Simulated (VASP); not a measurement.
# InP (I4/mmm) in VASP: further runs

The runs below take InP through single point, with PBEsol.

All numbers are computed with VASP 6.6.1; they aren't measurements. Logs are shortened: lines on timing, memory, paths and dates and some standing lists are left out, and cuts for length are marked.

**1. The cell of the first run**

The structure is tetragonal, space group I4/mmm (No. 139). The conventional cell has a = 4.532 Å, b = 4.532 Å, c = 4.532 Å, α = 90.00°, β = 90.00°, γ = 90.00°. In (site symmetry 4/mmm) has 2 P at 2.27 Å within 3.0 Å. P (site symmetry 4/mmm) has 2 In at 2.27 Å within 3.0 Å.

**2. Single point, PBEsol**

Contents of INCAR:

```
SYSTEM = InP
  ALGO = Normal
  EDIFF = 1E-7
  ENCUT = 520
  GGA = PS
  ISIF = 2
  ISMEAR = 0
  LASPH = .True.
  LCHARG = .False.
  LREAL = .False.
  LWAVE = .False.
  NBANDS = 16
  NELM = 80
  PREC = Accurate
  SIGMA = 0.15
```

Contents of KPOINTS:

```
k-points
0
Gamma
  6 6 6
  0 0 0
```

Contents of POSCAR:

```
InP
1.0
    0.0000000000      3.2047904760      2.2657868665
    3.2047904760      0.0000000000      2.2657868665
    3.2047904760      3.2047904760      0.0000000000
In P
1 1
Direct
    0.0000000000      0.0000000000      0.0000000000
    0.5000000000      0.5000000000      0.5000000000
```

Potentials or basis: VASP PAW PBE potentials, release 64 (In_d, P).

Launch:

```sh
cat potpaw_PBE.64/In_d/POTCAR potpaw_PBE.64/P/POTCAR > POTCAR
mpirun -np 1 vasp_std > vasp.out
```

OUTCAR:

```text
SYSTEM = InP
   EDIFF = 1E-7
   ENCUT = 520
   GGA = PS
   ISIF = 2
   ISMEAR = 0
   LASPH = .True.
   LREAL = .False.
   NELM = 80
   PREC = Accurate

 ion  position               nearest neighbor table
   1  0.000  0.000  0.000-   2 2.27   2 2.27   2 3.20   2 3.20   2 3.20   2 3.20
   2  0.500  0.500  0.500-   1 2.27   1 2.27   1 3.20   1 3.20   1 3.20   1 3.20

  LATTYP: Found a body centered tetragonal cell.
 ALAT       =     4.5322581557
 C/A-ratio  =     0.9998489886

  Lattice vectors:

 A1 = (   0.0000000000,  -3.2047904760,  -2.2657868665)
 A2 = (   0.0000000000,   3.2047904760,  -2.2657868665)
 A3 = (   3.2047904760,   0.0000000000,   2.2657868665)

Analysis of symmetry for initial positions (statically):
=====================================================================
 Subroutine PRICEL returns:
 Original cell was already a primitive cell.

 Routine SETGRP: Setting up the symmetry group for a
 body centered tetragonal supercell.

 Subroutine GETGRP returns: Found 16 space group operations
 (whereof 16 operations were pure point group operations)
 out of a pool of 16 trial point group operations.

The static configuration has the point symmetry D_4h.

Analysis of symmetry for dynamics (positions and initial velocities):
=====================================================================
 Subroutine PRICEL returns:
 Original cell was already a primitive cell.

 Routine SETGRP: Setting up the symmetry group for a
 body centered tetragonal supercell.

 Subroutine GETGRP returns: Found 16 space group operations
 (whereof 16 operations were pure point group operations)
 out of a pool of 16 trial point group operations.

The dynamic configuration has the point symmetry D_4h.

 Subroutine INISYM returns: Found 16 space group operations
 (whereof 16 operations are pure point group operations),
 and found     1 'primitive' translations

----------------------------------------------------------------------------------------

                                     Primitive cell

  volume of cell :      46.5424

  direct lattice vectors                    reciprocal lattice vectors
     0.000000000  3.204790476  2.265786867    -0.156016440  0.156016440  0.220673889
     3.204790476  0.000000000  2.265786867     0.156016440 -0.156016440  0.220673889
     3.204790476  3.204790476  0.000000000     0.156016440  0.156016440 -0.220673889
[... 77 lines left out ...]
   ICHARG =      2    charge: 1-file 2-atom 10-const
   ISPIN  =      1    spin polarized calculation?
   LNONCOLLINEAR =      F non collinear calculations
   LSORBIT =      F    spin-orbit coupling
   LASPH  =      T    aspherical Exc in radial PAW
   ENCUT  =  520.0 eV  38.22 Ry    6.18 a.u.   7.30  7.30  8.43*2*pi/ulx,y,z
   NELM   =     80;   NELMIN=  2; NELMDL= -5     # of ELM steps
   EDIFF  = 0.1E-06   stopping-criterion for ELM
   LREAL  =      F    real-space projection
   EDIFFG = 0.1E-05   stopping-criterion for IOM
   NSW    =      0    number of steps for IOM
   IBRION =     -1    ionic relax: 0-MD 1-quasi-New 2-CG
   NFREE  =      0    steps in history (QN), initial steepest desc. (CG)
   ISIF   =      2    stress and relaxation
   ISYM   =      2    0-nonsym 1-usesym 2-fastsym
   POTIM  = 0.5000    time-step for ionic-motion
   TEBEG  =    0.0;   TEEND  =   0.0 temperature during run
   PSTRESS=    0.0 pullay stress
   NELECT =      18.0000    total number of electrons
   NUPDOWN=      -1.0000    fix difference up-down
   EMIN   =  10.00;   EMAX   =-10.00  energy-range for DOS
   EFERMI =   0.00;   METHOD = LEGACY
   ISMEAR =     0;   SIGMA  =   0.15  broadening in eV -4-tet -1-fermi 0-gaus
   EFERMI_NEDOS =   21; number of points for ismear=-14 and -15
   IALGO  =     38    algorithm
   IMIX   =      4    mixing-type and parameters
     AMIX     =   0.40;   BMIX     =  1.00
     AMIX_MAG =   1.60;   BMIX_MAG =  1.00
  volume/ion in A,a.u.               =      23.27       157.04
  Fermi-wavevector in a.u.,A,eV,Ry     =   1.192750  2.253971 19.356375  1.422653
  Thomas-Fermi vector in A             =   2.328781
   LORBIT       =      0    0 simple, 1 ext, 2 COOP (PROOUT), +10 PAW based schemes
   GGA     = PS    functional components
   LHFCALC =     F    Hartree Fock is set to
   AEXX    =    0.0000 exact exchange contribution
   IVDW    =     0    specifies the selected vdW correction
   LEPSILON=     F    determine dielectric tensor
   LRPA    =     F    only Hartree local field effects (RPA)
 non-spin polarized calculation
 Gauss-broadening in eV      SIGMA  =   0.15
  energy-cutoff  :      520.00
  volume of cell :       46.54
 maximum number of plane-waves:      1264
 NGX is ok and might be reduce to    30

 number of electron      18.0000004 magnetization

 Free energy of the ion-electron system (eV)
  ---------------------------------------------------
  ext. energy  EPLUGINS =         0.00000000
  ---------------------------------------------------
  free energy    TOTEN  =        -7.35501044 eV

  energy without entropy =       -7.34352301  energy(sigma->0) =       -7.34926672

 E-fermi :   5.8589     XC(G=0):  -9.9894

 val. band max:        5.7743594873   @ k =   0.5000   0.0000   0.0000
 cond. band min:       5.9271813659   @ k =   0.5000   0.0000   0.5000
 fundamental gap:      0.1528218786
 Fermi energy:         5.8588728630

 k-point     1 :       0.0000    0.0000    0.0000
  band No.  band energies     occupation
      1      -9.4198      2.00000
      2      -8.7092      2.00000
      3      -8.7092      2.00000
      4      -8.6007      2.00000
      5      -8.5270      2.00000
      6      -5.5280      2.00000
[... 433 lines left out ...]
      3      -8.6244      2.00000
      4      -8.5686      2.00000
      5      -8.5349      2.00000
      6      -3.9386      2.00000
[... 8 lines left out ...]
     15      16.1375      0.00000
     16      17.8073      0.00000

 [... further k-points ...]
[... 5 lines left out ...]
  --------------------------------------------------------------------------------------
  -------------------------------------------------------------------------------------
  Total       -2.3344385     -2.3344385     12.4229491      0.0000000      0.0000000      0.0000000
  in kB      -80.3608820    -80.3608820    427.6485023      0.0000000      0.0000000      0.0000000
  external PRESSURE =      88.9755794 kB  Pullay stress =       0.0000000 kB

 VOLUME and BASIS-vectors are now :
 -----------------------------------------------------------------------------
  energy-cutoff  :      520.00
  volume of cell :       46.54
      direct lattice vectors                 reciprocal lattice vectors
     0.000000000  3.204790476  2.265786867    -0.156016440  0.156016440  0.220673889
     3.204790476  0.000000000  2.265786867     0.156016440 -0.156016440  0.220673889
     3.204790476  3.204790476  0.000000000     0.156016440  0.156016440 -0.220673889

 POSITION                                       TOTAL-FORCE (eV/Angst)
 -----------------------------------------------------------------------------------
      0.00000      0.00000      0.00000         0.000000      0.000000      0.000000
      3.20479      3.20479      2.26579        -0.000000     -0.000000     -0.000000
 -----------------------------------------------------------------------------------
    total drift:                               -0.000000      0.000000      0.000000

  FREE ENERGIE OF THE ION-ELECTRON SYSTEM (eV)
  ---------------------------------------------------
  free  energy   TOTEN  =        -7.3550104425 eV

  energy  without entropy=       -7.3435230068  energy(sigma->0) =       -7.34926672
```

stdout:

```text
POSCAR found type information on POSCAR InP
 POSCAR found :  2 types and       2 ions
 scaLAPACK will be used
 -----------------------------------------------------------------------------
|                                                                             |
|                                                                             |
|     You enforced a specific xc type in the INCAR file but a different       |
|     I HOPE YOU KNOW WHAT YOU ARE DOING!                                     |
|                                                                             |
 -----------------------------------------------------------------------------

 LDA part: xc-table for (Slater+PW92), standard interpolation
 POSCAR, INCAR and KPOINTS ok, starting setup
 FFT: planning ... GRIDC
 FFT: planning ... GRID_SOFT
 FFT: planning ... GRID
 WAVECAR not read
 entering main loop
```

Run time: 25 s. Hardware: 1 thread of AMD EPYC 7R13 (Zen 3), shared host; peak memory 0.15 GiB.

What came out:

* Free energy: -7.3550 eV
* Pressure: 8.9 GPa
* Band gap on the k mesh: zero (band 9 reaches 6.18 eV, above the bottom of band 10 at 3.57 eV)

Stress tensor (GPa, compression positive):
```
-8.04  0.00  0.00
 0.00 -8.04  0.00
 0.00  0.00 42.76
```

Caveat: the PAW data sets were made with another functional, which shifts forces and pressure a little; spin-orbit coupling is left out, which moves the levels of the heavy elements.

**3. Single point, PBEsol**

This run uses another cell than the first one, of the same volume but with other edges.

Contents of INCAR:

```
SYSTEM = InP
PREC = Accurate ; ENCUT = 520
EDIFF = 1E-6 ; ISMEAR = 0
SIGMA = 0.15 ; LREAL = .False.
LASPH = .True. ; NELM = 100
ALGO = Normal ; ISIF = 2
LWAVE = .False. ; LCHARG = .True.
GGA = PS ; LELF = .True.
LVHAR = .True. ; NBANDS = 16
```

Contents of KPOINTS:

```
Automatic mesh
0
Gamma
  6 6 6
  0 0 0
```

Contents of POSCAR:

```
InP
1.0
    0.0000000000      2.5436438865      3.5967124555
    2.5436438865      0.0000000000      3.5967124555
    2.5436438865      2.5436438865      0.0000000000
In P
1 1
Direct
    0.0000000000      0.0000000000      0.0000000000
    0.5000000000      0.5000000000      0.5000000000
```

Potentials or basis: VASP PAW PBE potentials, release 64 (In_d, P).

Launch:

```sh
cat potpaw_PBE.64/In_d/POTCAR potpaw_PBE.64/P/POTCAR > POTCAR
mpirun -np 1 vasp_std > vasp.out
```

Wall time 28 s (1 thread of AMD EPYC 7R13 (Zen 3), shared host); peak memory 0.16 GiB.

It converged, with:

```yaml
Free_energy: -8.1667 eV
Pressure: 2.9 GPa
Band_gap_on_the_k_mesh: zero (band 9 reaches 6.81 eV, above the bottom of band 10 at 5.16 eV)
```

Stress tensor (GPa, compression positive):
```
 7.86  0.00  0.00
 0.00  7.86  0.00
 0.00  0.00 -6.99
```

Levels at points of the mesh, in eV from the Fermi level:
```tsv
k point	band 5	band 6	band 7	band 8	band 9	band 10	band 11	band 12	band 13	band 14
(0.00, 0.00, 0.00)	-14.33	-11.79	-1.15	-1.15	-0.59	0.62	5.25	5.43	5.87	8.46
(0.50, 0.00, 0.00)	-14.28	-10.15	-6.88	-0.73	0.89	1.14	4.06	4.42	5.94	9.95
(0.50, 0.50, 0.00)	-14.30	-10.88	-4.44	-1.61	-1.61	0.03	4.81	7.18	10.85	10.85
(0.50, 0.00, 0.50)	-14.18	-7.92	-4.99	-4.33	-3.14	-0.76	4.00	5.16	9.10	9.29
```

Caveat: the PAW data sets were made with another functional, which shifts forces and pressure a little; spin-orbit coupling is left out, which moves the levels of the heavy elements.

**4. Single point, PBEsol**

This run uses another cell than the first one, of the same volume but with other edges.

Contents of INCAR:

```
PREC = Accurate ; ENCUT = 520
EDIFF = 1E-6 ; ISMEAR = 0
SIGMA = 0.15 ; LREAL = False
LASPH = True ; NELM = 100
ALGO = Normal ; ISIF = 2
LWAVE = False ; LCHARG = False
GGA = PS ; NBANDS = 16
```

Contents of KPOINTS:

```
Automatic mesh
0
Gamma
  6 6 6
```

Contents of POSCAR:

```
InP
1.0
    0.0000000000      3.0139298331      2.5618403581
    3.0139298331      0.0000000000      2.5618403581
    3.0139298331      3.0139298331      0.0000000000
In P
1 1
Direct
    0.0000000000      0.0000000000      0.0000000000
    0.5000000000      0.5000000000      0.5000000000
```

Launch:

```sh
cat potpaw_PBE.64/In_d/POTCAR potpaw_PBE.64/P/POTCAR > POTCAR
mpirun -np 1 vasp_std > vasp.out
```

It took 18 s on 1 thread of AMD EPYC 7R13 (Zen 3), shared host; peak memory 0.15 GiB.

The run converged. Its results:

```
Free energy            : -8.4222 eV
Pressure               : -4.8 GPa
Band gap on the k mesh : zero (band 9 reaches 6.09 eV, above the bottom of band 10 at 3.34 eV)
```

Stress tensor (GPa, compression positive):
```
-9.33  0.00  0.00
 0.00 -9.33  0.00
 0.00  0.00  4.35
```

Levels at points of the mesh, in eV from the Fermi level:
```
           k point  band 5  band 6  band 7  band 8  band 9  band 10  band 11  band 12  band 13  band 14
(0.00, 0.00, 0.00)  -14.10  -11.44   -1.35   -0.03    0.20     0.20     6.46     6.46     6.81     6.81
(0.50, 0.00, 0.00)  -14.06   -9.74   -6.37   -0.20    0.18     1.88     2.71     4.63     5.08    10.24
(0.50, 0.50, 0.00)  -14.06   -8.14   -4.55   -3.19   -2.55    -2.55     3.46     8.59     8.59    10.00
(0.50, 0.00, 0.50)  -14.05   -9.21   -4.52   -2.81   -2.03    -0.99     4.28     7.13     8.69    11.01
```

Caveat: the PAW data sets were made with another functional, which shifts forces and pressure a little; spin-orbit coupling is left out, which moves the levels of the heavy elements.

**5. Single point, PBEsol**

This run uses another cell than the first one, of the same volume but with other edges.

Contents of INCAR:

```
PREC     = Accurate       # precision mode
ENCUT    = 520            # plane-wave cutoff, eV
EDIFF    = 1E-6           # SCF threshold, eV
ISMEAR   = 0              # smearing method
SIGMA    = 0.15           # smearing width, eV
LREAL    = F              # projectors in reciprocal space
LASPH    = T              # aspherical terms in the spheres
NELM     = 100            # most SCF steps
ALGO     = Normal         # electronic algorithm
ISIF     = 2              # what is computed and relaxed
LWAVE    = F              # write WAVECAR
LCHARG   = T              # write CHGCAR
GGA      = PS             # functional
LELF     = T              # ELF
LVHAR    = T            
NBANDS   = 16             # bands
```

KPOINTS is that of step 4.

Contents of POSCAR:

```
InP
1.0
    0.0000000000      2.6866578625      3.2239894349
    2.6866578625      0.0000000000      3.2239894349
    2.6866578625      2.6866578625      0.0000000000
In P
1 1
Direct
    0.0000000000      0.0000000000      0.0000000000
    0.5000000000      0.5000000000      0.5000000000
```

Potentials or basis: VASP PAW PBE potentials, release 64 (In_d, P).

Launch:

```sh
cat potpaw_PBE.64/In_d/POTCAR potpaw_PBE.64/P/POTCAR > POTCAR
mpirun -np 1 vasp_std > vasp.out
```

OUTCAR:

```text
PREC = Accurate
   ENCUT = 520
   EDIFF = 1E-6
   ISMEAR = 0
   LREAL = F
   LASPH = T
   NELM = 100
   ISIF = 2
   GGA = PS

 ion  position               nearest neighbor table
   1  0.000  0.000  0.000-   2 2.69   2 2.69   2 2.69   2 2.69   2 3.22   2 3.22
   2  0.500  0.500  0.500-   1 2.69   1 2.69   1 2.69   1 2.69   1 3.22   1 3.22

  LATTYP: Found a body centered tetragonal cell.
 ALAT       =     3.7995079866
 C/A-ratio  =     1.6970562748

  Lattice vectors:

 A1 = (  -2.6866578625,   0.0000000000,   3.2239894349)
 A2 = (   2.6866578625,   0.0000000000,   3.2239894349)
 A3 = (   0.0000000000,   2.6866578625,  -3.2239894349)

Analysis of symmetry for initial positions (statically):
=====================================================================
 Subroutine PRICEL returns:
 Original cell was already a primitive cell.

 Routine SETGRP: Setting up the symmetry group for a
 body centered tetragonal supercell.

 Subroutine GETGRP returns: Found 16 space group operations
 (whereof 16 operations were pure point group operations)
 out of a pool of 16 trial point group operations.

The static configuration has the point symmetry D_4h.
[... 155 lines left out ...]
  ext. energy  EPLUGINS =         0.00000000
  ---------------------------------------------------
  free energy    TOTEN  =        -8.51945151 eV

  energy without entropy =       -8.51015959  energy(sigma->0) =       -8.51480555

 E-fermi :   5.9267     XC(G=0): -10.0938

 val. band max:        5.8969713075   @ k =   0.1667  -0.0000   0.0000
 cond. band min:       5.9377757461   @ k =   0.3333  -0.0000   0.0000
 fundamental gap:      0.0408044387
 Fermi energy:         5.9266940413

 k-point     1 :       0.0000    0.0000    0.0000
  band No.  band energies     occupation
      1      -8.3865      2.00000
      2      -8.3159      2.00000
      3      -8.2939      2.00000
      4      -8.2439      2.00000
      5      -8.2439      2.00000
      6      -5.6110      2.00000
[... 433 lines left out ...]
      3      -8.2631      2.00000
      4      -8.2187      2.00000
      5      -8.1593      2.00000
      6      -2.8908      2.00000
[... 8 lines left out ...]
     15      17.0011      0.00000
     16      17.9625      0.00000

 [... further k-points ...]
[... 5 lines left out ...]
  --------------------------------------------------------------------------------------
  -------------------------------------------------------------------------------------
  Total       -0.8182917     -0.8182917     -2.8360695      0.0000000     -0.0000000     -0.0000000
  in kB      -28.1689316    -28.1689316    -97.6290639      0.0000000     -0.0000000     -0.0000000
  external PRESSURE =     -51.3223091 kB  Pullay stress =       0.0000000 kB

 VOLUME and BASIS-vectors are now :
 -----------------------------------------------------------------------------
  energy-cutoff  :      520.00
  volume of cell :       46.54
      direct lattice vectors                 reciprocal lattice vectors
     0.000000000  2.686657863  3.223989435    -0.186104828  0.186104828  0.155087357
     2.686657863  0.000000000  3.223989435     0.186104828 -0.186104828  0.155087357
     2.686657863  2.686657863  0.000000000     0.186104828  0.186104828 -0.155087357

 POSITION                                       TOTAL-FORCE (eV/Angst)
 -----------------------------------------------------------------------------------
      0.00000      0.00000      0.00000        -0.000000     -0.000000     -0.000000
      2.68666      2.68666      3.22399         0.000000      0.000000      0.000000
 -----------------------------------------------------------------------------------
    total drift:                                0.000000     -0.000000     -0.000000

  FREE ENERGIE OF THE ION-ELECTRON SYSTEM (eV)
  ---------------------------------------------------
  free  energy   TOTEN  =        -8.5194515149 eV

  energy  without entropy=       -8.5101595908  energy(sigma->0) =       -8.51480555
```

stdout:

```text
POSCAR found type information on POSCAR InP
 POSCAR found :  2 types and       2 ions
 scaLAPACK will be used
 -----------------------------------------------------------------------------
|                                                                             |
|                                                                             |
|     You enforced a specific xc type in the INCAR file but a different       |
|     I HOPE YOU KNOW WHAT YOU ARE DOING!                                     |
|                                                                             |
 -----------------------------------------------------------------------------

 LDA part: xc-table for (Slater+PW92), standard interpolation
 POSCAR, INCAR and KPOINTS ok, starting setup
 FFT: planning ... GRIDC
 FFT: planning ... GRID_SOFT
 FFT: planning ... GRID
 WAVECAR not read
 entering main loop
```

It took 19 s on 1 thread of AMD EPYC 7R13 (Zen 3), shared host; peak memory 0.15 GiB.

What came out:

```
Free energy            : -8.5195 eV
Pressure               : -5.1 GPa
Band gap on the k mesh : zero (band 9 reaches 6.38 eV, above the bottom of band 10 at 4.51 eV)
```

Levels at points of the mesh, in eV from the Fermi level:
| k point | band 5 | band 6 | band 7 | band 8 | band 9 | band 10 | band 11 | band 12 | band 13 | band 14 |
| --- | --- | --- | --- | --- | --- | --- | --- | --- | --- | --- |
| (0.00, 0.00, 0.00) | -14.17 | -11.54 | -0.81 | -0.81 | -0.03 | 0.28 | 5.44 | 6.25 | 7.20 | 7.59 |
| (0.50, 0.00, 0.00) | -14.11 | -9.80 | -6.47 | -0.40 | 0.45 | 1.66 | 3.51 | 3.92 | 4.95 | 10.25 |
| (0.50, 0.50, 0.00) | -14.12 | -9.88 | -4.45 | -1.79 | -1.79 | -1.41 | 4.36 | 8.01 | 9.80 | 9.80 |
| (0.50, 0.00, 0.50) | -14.06 | -8.33 | -4.66 | -3.34 | -3.07 | -1.35 | 3.79 | 6.55 | 9.50 | 10.81 |

Caveat: the PAW data sets were made with another functional, which shifts forces and pressure a little; spin-orbit coupling is left out, which moves the levels of the heavy elements.

(Continued in part 2 of 2.)
